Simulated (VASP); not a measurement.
Input of a VASP 6.6.1 run:

The input INCAR:

```
ALGO = Normal
EDIFF = 1E-7
ENCUT = 520
GGA = PE
ISIF = 2
ISMEAR = 0
LASPH = T
LCHARG = F
LREAL = F
LWAVE = F
NBANDS = 11
NELM = 100
PREC = Accurate
SIGMA = 0.05
```

KPOINTS

```
k-points
0
Gamma
  10 10 10
```

The input POSCAR:

```
AlN
1.0
    0.0000000000      2.1829884494      2.1829884494
    2.1829884494      0.0000000000      2.1829884494
    2.1829884494      2.1829884494      0.0000000000
Al N
1 1
Direct
   -0.0068627833      0.0068627833      0.0068627833
    0.7632197081      0.7367802919      0.7367802919
```

Potentials or basis: VASP PAW PBE potentials, release 64 (Al, N).

The run is started by

```bash
$ cat potpaw_PBE.64/Al/POTCAR potpaw_PBE.64/N/POTCAR > POTCAR
$ mpirun -np 1 vasp_std > vasp.out
```

**Question.** What does it give for the pressure?

**Answer.** 5.9 GPa.

**Question.** What does it give for the largest force?

**Answer.** 1.283 eV/Å.

Stress tensor (GPa, compression positive):
```
 4.83  0.00  0.00
 0.00  6.36 -6.40
 0.00 -6.40  6.36
```

Caveat: forces of over 1 eV/Å act on the atoms, so gaps and moduli don't describe the material at rest.
